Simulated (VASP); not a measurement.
# ZnCu2SnS4 (I-4) in VASP: notebook

The runs below take ZnCu2SnS4 through single point, relaxation of cell and atoms, with PBE.

Everything below comes from runs of VASP 6.6.1. Logs are shortened: lines on timing, memory, paths and dates and some standing lists are left out, and cuts for length are marked.

## Step 1: The cell of the first run

Symmetry: I-4, No. 82, tetragonal system. The conventional cell has a = 5.486 Å, b = 5.486 Å, c = 10.880 Å, α = 90.00°, β = 90.00°, γ = 90.00°. Within 3.1 Å of Zn (site symmetry -4) lie 4 S at 2.37 Å. Cu (site symmetry -4) has 4 S at 2.32 Å within 3.1 Å. Cu (site symmetry -4) has 4 S at 2.32 Å within 3.1 Å. Sn (site symmetry -4) has 4 S at 2.47 Å within 3.3 Å. Within 3.1 Å of S (site symmetry 1) lie 2 Cu at 2.32 Å and 1 Zn at 2.37 Å and 1 Sn at 2.47 Å.

## Step 2: Single point, PBE

The input, INCAR:

```
ALGO = Normal
EDIFF = 1E-6
ENCUT = 520
GGA = PE
ISIF = 2
ISMEAR = -1
LASPH = T
LCHARG = T
LELF = T
LREAL = F
LVHAR = T
LWAVE = F
NBANDS = 46
NELM = 100
PREC = Accurate
SIGMA = 0.02
```

The input, KPOINTS:

```
k-points
0
Gamma
  2 2 2
```

The input, POSCAR:

```
ZnCu2SnS4
1.0
   -2.7431650109      2.7431650109      5.4401203113
    2.7431650109     -2.7431650109      5.4401203113
    2.7431650109      2.7431650109     -5.4401203113
Zn Cu Sn S
1 2 1 4
Direct
    0.2500000000      0.7500000000      0.5000000000
    0.0000000000      0.0000000000      0.0000000000
    0.7500000000      0.2500000000      0.5000000000
    0.5000000000      0.5000000000      0.0000000000
    0.3713909946      0.8945593696      1.0073886716
    0.1054406304      0.1128293020      0.4768316250
    0.8871706980      0.3640023229     -0.0073886716
    0.6359976771      0.6286090054      0.5231683750
```

Potentials or basis: VASP PAW PBE potentials, release 64 (Zn, Cu, Sn_d, S).

Started as:

```
cat potpaw_PBE.64/Zn/POTCAR potpaw_PBE.64/Cu/POTCAR potpaw_PBE.64/Sn_d/POTCAR potpaw_PBE.64/S/POTCAR > POTCAR
mpirun -np 1 vasp_std > vasp.out
```

OUTCAR:

```text
EDIFF = 1E-6
   ENCUT = 520
   GGA = PE
   ISIF = 2
   ISMEAR = -1
   LASPH = T
   LREAL = F
   NELM = 100
   PREC = Accurate

 ion  position               nearest neighbor table
   1  0.250  0.750  0.500-   5 2.37   6 2.37   7 2.37   8 2.37
   2  0.000  0.000  0.000-   7 2.32   8 2.32   5 2.32   6 2.32
   3  0.750  0.250  0.500-   8 2.32   6 2.32   5 2.32   7 2.32
   4  0.500  0.500  0.000-   8 2.47   6 2.47   5 2.47   7 2.47
   5  0.371  0.895  0.007-   3 2.32   2 2.32   1 2.37   4 2.47
   6  0.105  0.113  0.477-   3 2.32   2 2.32   1 2.37   4 2.47
   7  0.887  0.364  0.993-   3 2.32   2 2.32   1 2.37   4 2.47
   8  0.636  0.629  0.523-   3 2.32   2 2.32   1 2.37   4 2.47

  LATTYP: Found a body centered tetragonal cell.
 ALAT       =     5.4863300218
 C/A-ratio  =     1.9831546005

  Lattice vectors:

 A1 = (  -2.7431650109,   2.7431650109,   5.4401203113)
 A2 = (   2.7431650109,  -2.7431650109,   5.4401203113)
 A3 = (   2.7431650109,   2.7431650109,  -5.4401203113)

Analysis of symmetry for initial positions (statically):
=====================================================================
 Subroutine PRICEL returns:
 Original cell was already a primitive cell.

 Routine SETGRP: Setting up the symmetry group for a
 body centered tetragonal supercell.

 Subroutine GETGRP returns: Found  4 space group operations
 (whereof  4 operations were pure point group operations)
 out of a pool of 16 trial point group operations.

The static configuration has the point symmetry S_4 .

Analysis of symmetry for dynamics (positions and initial velocities):
=====================================================================
 Subroutine PRICEL returns:
 Original cell was already a primitive cell.

 Routine SETGRP: Setting up the symmetry group for a
 body centered tetragonal supercell.

 Subroutine GETGRP returns: Found  4 space group operations
 (whereof  4 operations were pure point group operations)
 out of a pool of 16 trial point group operations.

The dynamic configuration has the point symmetry S_4 .

 Subroutine INISYM returns: Found  4 space group operations
 (whereof  4 operations are pure point group operations),
 and found     1 'primitive' translations

----------------------------------------------------------------------------------------

                                     Primitive cell

  volume of cell :     163.7466

  direct lattice vectors                    reciprocal lattice vectors
    -2.743165011  2.743165011  5.440120311     0.000000000  0.182271208  0.091909732
     2.743165011 -2.743165011  5.440120311     0.182271208  0.000000000  0.091909732
     2.743165011  2.743165011 -5.440120311     0.182271208  0.182271208  0.000000000

  length of vectors
     6.681677750  6.681677750  6.681677750     0.204132780  0.204132780  0.257770414

  position of ions in fractional coordinates (direct lattice)
     0.250000000  0.750000000  0.500000000
     0.000000000  0.000000000  0.000000000
     0.750000000  0.250000000  0.500000000
     0.500000000  0.500000000  0.000000000
     0.371390995  0.894559370  0.007388672
     0.105440630  0.112829302  0.476831625
     0.887170698  0.364002323  0.992611328
     0.635997677  0.628609005  0.523168375

  ion indices of the primitive-cell ions
   primitive index   ion index
                 1           1
                 2           2
                 3           3
                 4           4
                 5           5
                 6           6
                 7           7
                 8           8

----------------------------------------------------------------------------------------

 KPOINTS: k-points

Automatic generation of k-mesh.
 Grid dimensions read from file:
 generate k-points for:    2    2    2

 Generating k-lattice:

  Cartesian coordinates                     Fractional coordinates (reciprocal lattice)
     0.000000000  0.091135604  0.045954866     0.500000000  0.000000000  0.000000000
     0.091135604  0.000000000  0.045954866     0.000000000  0.500000000  0.000000000
     0.091135604  0.091135604  0.000000000     0.000000000  0.000000000  0.500000000

  Length of vectors
     0.102066390  0.102066390  0.128885207

  Shift w.r.t. Gamma in fractional coordinates (k-lattice)
     0.000000000  0.000000000  0.000000000

 Subroutine IBZKPT returns following result:
 ===========================================

 Found      4 irreducible k-points:

 Following reciprocal coordinates:
            Coordinates               Weight
  0.000000  0.000000  0.000000      1.000000
  0.500000  0.000000 -0.000000      4.000000
  0.500000  0.500000 -0.000000      2.000000
  0.500000  0.500000  0.500000      1.000000
   k-points           NKPTS =      4   k-points in BZ     NKDIM =      4   number of bands    NBANDS=     46
   number of dos      NEDOS =    301   number of ions     NIONS =      8
   total plane-waves  NPLWV = 125000
   dimension x,y,z NGX =    50 NGY =   50 NGZ =   50
   dimension x,y,z NGXF=   100 NGYF=  100 NGZF=  100
   ions per type =               1   2   1   4
   NGX,Y,Z   is equivalent  to a cutoff of  12.44, 12.44, 12.44 a.u.
   NGXF,Y,Z  is equivalent  to a cutoff of  24.88, 24.88, 24.88 a.u.
 SYSTEM =  unknown system
   PREC   = accura    normal or accurate (medium, high low for compatibility)
   ISTART =      0    job   : 0-new  1-cont  2-samecut
   ICHARG =      2    charge: 1-file 2-atom 10-const
   ISPIN  =      1    spin polarized calculation?
   LNONCOLLINEAR =      F non collinear calculations
   LSORBIT =      F    spin-orbit coupling
   LASPH  =      T    aspherical Exc in radial PAW
   ENCUT  =  520.0 eV  38.22 Ry    6.18 a.u.  12.42 12.42 12.42*2*pi/ulx,y,z
   NELM   =    100;   NELMIN=  2; NELMDL= -5     # of ELM steps
   EDIFF  = 0.1E-05   stopping-criterion for ELM
   LREAL  =      F    real-space projection
   EDIFFG = 0.1E-04   stopping-criterion for IOM
   NSW    =      0    number of steps for IOM
   IBRION =     -1    ionic relax: 0-MD 1-quasi-New 2-CG
   NFREE  =      0    steps in history (QN), initial steepest desc. (CG)
   ISIF   =      2    stress and relaxation
   ISYM   =      2    0-nonsym 1-usesym 2-fastsym
   POTIM  = 0.5000    time-step for ionic-motion
   TEBEG  =    0.0;   TEEND  =   0.0 temperature during run
   PSTRESS=    0.0 pullay stress
   NELECT =      72.0000    total number of electrons
   NUPDOWN=      -1.0000    fix difference up-down
   EMIN   =  10.00;   EMAX   =-10.00  energy-range for DOS
   EFERMI =   0.00;   METHOD = LEGACY
   ISMEAR =    -1;   SIGMA  =   0.02  broadening in eV -4-tet -1-fermi 0-gaus
   EFERMI_NEDOS =   21; number of points for ismear=-14 and -15
   IALGO  =     38    algorithm
   IMIX   =      4    mixing-type and parameters
     AMIX     =   0.40;   BMIX     =  1.00
     AMIX_MAG =   1.60;   BMIX_MAG =  1.00
  volume/ion in A,a.u.               =      20.47       138.13
  Fermi-wavevector in a.u.,A,eV,Ry     =   1.244882  2.352486 21.085375  1.549731
  Thomas-Fermi vector in A             =   2.379129
   LORBIT       =      0    0 simple, 1 ext, 2 COOP (PROOUT), +10 PAW based schemes
   GGA     = PE    functional components
   LHFCALC =     F    Hartree Fock is set to
   AEXX    =    0.0000 exact exchange contribution
   IVDW    =     0    specifies the selected vdW correction
   LEPSILON=     F    determine dielectric tensor
   LRPA    =     F    only Hartree local field effects (RPA)
 non-spin polarized calculation
  energy-cutoff  :      520.00
  volume of cell :      163.75
 maximum number of plane-waves:      4413
 NGX is ok and might be reduce to    50
   NGX = 25   NGY = 25   NGZ = 25

 number of electron      72.0000036 magnetization

 Free energy of the ion-electron system (eV)
  ---------------------------------------------------
  ext. energy  EPLUGINS =         0.00000000
  ---------------------------------------------------
  free energy    TOTEN  =       -32.40928299 eV

  energy without entropy =      -32.40508046  energy(sigma->0) =      -32.40718172

 E-fermi :   4.7272     XC(G=0):  -9.6798

 val. band max:        4.6899827694   @ k =   0.0000   0.0000   0.0000
 cond. band min:       4.7634744262   @ k =   0.0000   0.0000   0.0000
 fundamental gap:      0.0734916568
 Fermi energy:         4.7272248461

 k-point     1 :       0.0000    0.0000    0.0000
  band No.  band energies     occupation
      1     -17.6055      2.00000
      2     -17.6055      2.00000
      3     -17.6054      2.00000
      4     -17.5359      2.00000
      5     -17.5339      2.00000
      6      -9.6863      2.00000
[... 38 lines left out ...]
     45       9.9772      0.00000
     46      10.3040      0.00000

 k-point     2 :       0.5000    0.0000   -0.0000
  band No.  band energies     occupation
      1     -17.6059      2.00000
      2     -17.6058      2.00000
      3     -17.6055      2.00000
      4     -17.5357      2.00000
      5     -17.5334      2.00000
      6      -9.1180      2.00000
[... 38 lines left out ...]
     45      10.3006      0.00000
     46      10.7276      0.00000

 k-point     3 :       0.5000    0.5000   -0.0000
  band No.  band energies     occupation
      1     -17.6064      2.00000
      2     -17.6061      2.00000
      3     -17.6057      2.00000
      4     -17.5355      2.00000
      5     -17.5329      2.00000
      6      -8.9430      2.00000
[... 38 lines left out ...]
     45      10.5098      0.00000
     46      10.7049      0.00000

 k-point     4 :       0.5000    0.5000    0.5000
  band No.  band energies     occupation
      1     -17.6055      2.00000
      2     -17.6053      2.00000
      3     -17.6053      2.00000
      4     -17.5358      2.00000
      5     -17.5339      2.00000
      6      -9.2027      2.00000
[... 38 lines left out ...]
     45      11.1290      0.00000
     46      11.1290      0.00000

------------------------ aborting loop because EDIFF is reached ----------------------------------------

  FORCE on cell =-STRESS in cart. coord.  units (eV):
  Direction    XX          YY          ZZ          XY          YZ          ZX
  --------------------------------------------------------------------------------------
  -------------------------------------------------------------------------------------
  Total        0.4208908      0.4208908      0.4656449      0.0000000      0.0000000      0.0000000
  in kB        4.1182024      4.1182024      4.5560979      0.0000000      0.0000000      0.0000000
  external PRESSURE =       4.2641676 kB  Pullay stress =       0.0000000 kB

 VOLUME and BASIS-vectors are now :
 -----------------------------------------------------------------------------
  energy-cutoff  :      520.00
  volume of cell :      163.75
      direct lattice vectors                 reciprocal lattice vectors
    -2.743165011  2.743165011  5.440120311     0.000000000  0.182271208  0.091909732
     2.743165011 -2.743165011  5.440120311     0.182271208  0.000000000  0.091909732
     2.743165011  2.743165011 -5.440120311     0.182271208  0.182271208  0.000000000

 POSITION                                       TOTAL-FORCE (eV/Angst)
 -----------------------------------------------------------------------------------
      2.74317      0.00000      2.72006         0.000000     -0.000000      0.000000
      0.00000      0.00000      0.00000         0.000000     -0.000000      0.000000
      0.00000      2.74317      2.72006         0.000000     -0.000000      0.000000
      0.00000      0.00000      5.44012         0.000000     -0.000000      0.000000
      1.45541     -1.41487      6.84673        -0.040731      0.019542     -0.024224
      1.32830      1.28776     -1.40661         0.019542      0.040731      0.024224
      1.28776      4.15803      1.40661         0.040731     -0.019542     -0.024224
      1.41487      1.45541      4.03351        -0.019542     -0.040731      0.024224
 -----------------------------------------------------------------------------------
    total drift:                                0.000014      0.000014      0.000018

  FREE ENERGIE OF THE ION-ELECTRON SYSTEM (eV)
  ---------------------------------------------------
  free  energy   TOTEN  =       -32.4092829852 eV

  energy  without entropy=      -32.4050804624  energy(sigma->0) =      -32.40718172
```

Wall time 73 s (1 thread of AMD EPYC 7R43 (Zen 3), shared host); peak memory 0.32 GiB.

Results:

- Free energy: -32.4093 eV
- Pressure: 0.4 GPa
- Largest force: 0.051 eV/Å
- Band gap on the k mesh: 0.07 eV, direct

Forces in eV/Å, atoms in the order of the input:
```
Zn   0.000  0.000  0.000
Cu   0.000  0.000  0.000
Cu   0.000  0.000  0.000
Sn   0.000  0.000  0.000
S   -0.041  0.020 -0.024
S    0.020  0.041  0.024
S    0.041 -0.020 -0.024
S   -0.020 -0.041  0.024
```

Caveat: the k points lie up to 0.81 Å⁻¹ apart; spin-orbit coupling is left out, which moves the levels of the heavy elements.

## Step 3: Relaxation of cell and atoms, PBE

This run uses another cell than the first one, of 20.02 Å³/atom, 0.978 times its volume.

The input, INCAR:

```
SYSTEM = ZnCu2SnS4
ALGO = Normal ; EDIFF = 1E-6
EDIFFG = -0.01 ; ENCUT = 600
GGA = PE ; IBRION = 2
ISIF = 3 ; ISMEAR = -1
LASPH = .TRUE. ; LCHARG = .FALSE.
LREAL = .FALSE. ; LWAVE = .FALSE.
NELM = 60 ; NSW = 80
PREC = Accurate ; SIGMA = 0.02
```

The input, KPOINTS:

```
k-points
0
G
  2 2 2
  0 0 0
```

The input, POSCAR:

```
ZnCu2SnS4
1.0
   -2.7171000000      2.7171000000      5.4248000000
    2.7171000000     -2.7171000000      5.4248000000
    2.7171000000      2.7171000000     -5.4248000000
Zn Cu Sn S
1 2 1 4
Direct
    0.2500000000      0.7500000000      0.5000000000
    0.0000000000      0.0000000000      0.0000000000
    0.7500000000      0.2500000000      0.5000000000
    0.5000000000      0.5000000000      0.0000000000
    0.3716100000      0.8844100000      0.9996000000
    0.1155900000      0.1151900000      0.4872000000
    0.8848100000      0.3720100000      0.0004000000
    0.6279900000      0.6283900000      0.5128000000
```

Potentials or basis: VASP PAW PBE potentials, release 64 (Zn, Cu, Sn_d, S).

Started as:

```
cat potpaw_PBE.64/Zn/POTCAR potpaw_PBE.64/Cu/POTCAR potpaw_PBE.64/Sn_d/POTCAR potpaw_PBE.64/S/POTCAR > POTCAR
mpirun -np 1 vasp_std > vasp.out
```

Run time: 6.5 min. Hardware: 1 thread of AMD EPYC 7R43 (Zen 3), shared host; peak memory 0.41 GiB.

Results (log left out):

```yaml
Free_energy: -32.4101 eV
Relaxed_volume: 20.49 Å³/atom
Relaxed_cell: a = 6.687 Å, b = 6.687 Å, c = 6.687 Å, α = 131.58°, β = 131.58°, γ = 70.90°
Space_group_after_relaxing_to_0.05_Å: I-4 (No. 82)
Energy_gained_by_relaxing: 8.3 meV/atom
Ionic_steps: 8
Pressure_after_relaxing: 0.0 GPa
Largest_force_after_relaxing: 0.006 eV/Å
Band_gap_on_the_k_mesh: 0.09 eV, direct
```

Forces on the atoms (eV/Å):
```
Zn   0.000  0.000  0.000
Cu   0.000  0.000  0.000
Cu   0.000  0.000  0.000
Sn   0.000  0.000  0.000
S    0.005  0.003 -0.003
S    0.003 -0.005  0.003
S   -0.005 -0.003 -0.003
S   -0.003  0.005  0.003
```

Step by step:
| step | energy change (eV) | largest force (eV/Å) | pressure (GPa) | volume (Å³) |
| --- | --- | --- | --- | --- |
| 1 | 0.0000 | 0.5025 | 2.10 | 160.20 |
| 2 | -0.0519 | 0.1680 | -0.84 | 166.37 |
| 3 | -0.0532 | 0.2012 | -0.52 | 165.49 |
| 4 | -0.0628 | 0.1080 | -0.28 | 164.63 |
| 5 | -0.0580 | 0.1479 | 0.57 | 162.35 |
| 6 | -0.0663 | 0.0111 | 0.08 | 163.72 |
| 7 | -0.0663 | 0.0131 | 0.04 | 163.75 |
| 8 | -0.0663 | 0.0061 | 0.01 | 163.91 |

Final structure:
```
Zn Cu Sn S
1.0
    -2.74255    2.74255    5.44784
     2.74255   -2.74255    5.44784
     2.74255    2.74255   -5.44784
Zn Cu Sn S
1 2 1 4
Direct
  0.25000 0.75000 0.50000
  0.00000 0.00000 0.00000
  0.75000 0.25000 0.50000
  0.50000 0.50000 0.00000
  0.37160 0.89335 0.00677
  0.10665 0.11342 0.47824
  0.88658 0.36483 0.99323
  0.63517 0.62840 0.52176
```

Levels at points of the mesh, in eV from the valence-band top:
```tsv
k point	band 34	band 35	band 36	band 37	band 38	band 39
(0.00, 0.00, 0.00)	-0.08	-0.08	0.00	0.09	1.95	2.68
(0.50, 0.00, 0.00)	-1.07	-0.99	-0.49	1.47	3.06	3.23
(0.50, 0.50, 0.00)	-0.70	-0.50	-0.40	0.53	2.23	3.02
(0.50, 0.50, 0.50)	-1.07	-0.84	-0.84	1.21	2.02	2.02
```

Caveat: the k points lie up to 0.81 Å⁻¹ apart in the final cell; spin-orbit coupling is left out, which moves the levels of the heavy elements. PBE usually gives volumes a little too large and moduli too small.
